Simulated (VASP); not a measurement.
Ni: single point with LDA

The system is Ni.

```xyz
1
Lattice="0.0000 1.6407 1.6407 1.6407 0.0000 1.6407 1.6407 1.6407 0.0000" Properties=species:S:1:pos:R:3 pbc="T T T"
Ni    0.0000    0.0000    0.0000
```

- Program: VASP 6.6.1
- Task: single point
- Functional: LDA
- Potentials or basis: VASP PAW LDA potentials, release 64 (Ni)
- Cutoff: 520 eV
- k mesh: 24 × 24 × 24
- Occupations: gaussian, width 0.15 eV
- Spin: no spin polarisation
- Dipole correction: no
- Further INCAR settings: ALGO = Fast; EDIFF = 1e-06; NBANDS = 11

```
Pressure               : 42.1 GPa
Band gap on the k mesh : zero (bands 5 and 6 overlap by 1.32 eV)
```

Levels at points of the mesh, in eV from the Fermi level:
```csv
k point,band 1,band 2,band 3,band 4,band 5,band 6,band 7,band 8,band 9,band 10
"(0.00, 0.00, 0.00)",-10.39,-2.56,-2.56,-2.56,-1.01,-1.01,25.58,31.07,31.07,31.07
"(0.50, 0.00, 0.00)",-5.79,-2.62,-2.62,-0.51,-0.01,-0.01,7.70,24.00,28.55,28.55
"(0.50, 0.50, 0.00)",-5.78,-5.05,-0.01,0.24,0.24,2.76,11.58,16.98,16.98,22.91
```

It took 66 s on 1 thread of Intel(R) Xeon(R) Platinum 8259CL CPU @ 2.50GHz (Skylake/Cascade Lake), with other jobs on the host, peak memory 0.15 GiB.

Caveat: the cell stands under pressure; the run has no spin polarisation, though such a crystal can be magnetic. Spin polarisation is off, so any magnetic state and its effect on volume and gap are missing.
